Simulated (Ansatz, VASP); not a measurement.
## SrRe in VASP and in Ansatz

```
CELL_PARAMETERS angstrom
3.63803 0.00000 0.00000
0.00000 3.63803 0.00000
0.00000 0.00000 3.63803
ATOMIC_POSITIONS crystal
Sr 0.00000 0.00000 0.00000
Re 0.50000 0.50000 0.50000
```

Alike in both runs: task single point; functional PBEsol; k mesh 10 × 10 × 10; occupations gaussian, width 0.05 eV; no spin polarisation.

|  | VASP | Ansatz |
| --- | --- | --- |
| version | VASP 6.6.1 | Ansatz 0.2.0 |
| potentials or method | VASP PAW PBE potentials, release 64 (Sr_sv, Re), cutoff 520 eV | scalar-relativistic, plane waves, PAW |
| valence electrons in the cell | 17 | 25 |

VASP gave:

```
gap on the k mesh at the Fermi level (eV) : none
pressure (GPa)                            : -3.7
```

Question: What did Ansatz give for the same quantities?

Answer: gap on the k mesh at the Fermi level (eV): none; pressure (GPa): -3.9.

VASP's potentials were made for PBE, not for PBEsol. A gap of «none» marks a metal or a gap that the smearing closes. With one functional, cell and mesh, what is left measures potentials, basis and numerics. VASP's potentials hold 17 valence electrons a cell and Ansatz's 25, so a difference there can come from the potentials and not from the codes.

Neither program's run includes spin-orbit coupling.
